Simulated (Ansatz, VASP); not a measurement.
**Two plane-wave programs on Al3Ni2**

```
Al Ni
1.0
     4.00314    0.00000    0.00000
    -2.00157    3.46682    0.00000
     0.00000    0.00000    4.85946
Al Ni
3 2
Direct
  0.00000 0.00000 0.00000
  0.33333 0.66667 0.64778
  0.66667 0.33333 0.35222
  0.33333 0.66667 0.14557
  0.66667 0.33333 0.85443
```

Alike in both runs: task single point; functional PBEsol; k mesh 12 × 12 × 8; occupations gaussian, width 0.1 eV; no spin polarisation.

```csv
,VASP,Ansatz
version,VASP 6.6.1,Ansatz 0.2.0
potentials or method,"VASP PAW PBE potentials, release 64 (Al, Ni), cutoff 520 eV","scalar-relativistic, plane waves, PAW"
valence electrons in the cell,29,45
```

```csv
,VASP,Ansatz,Ansatz less VASP
gap on the k mesh at the Fermi level (eV),none,none,-
pressure (GPa),0.2,0.0,-0.19
"traceless stress, the component that is largest in VASP (GPa)",0.05,0.01,-0.043
rms of the force components (eV/Å),0.004,0.000,-0.0038
```

VASP's potentials were made for PBE, not for PBEsol. Atom by atom the forces differ by 0.005 eV/Å (rms over components). A gap of «none» marks a metal or a gap that the smearing closes. With one functional, cell and mesh, what is left measures potentials, basis and numerics. VASP's potentials hold 29 valence electrons a cell and Ansatz's 45, so a difference there can come from the potentials and not from the codes.
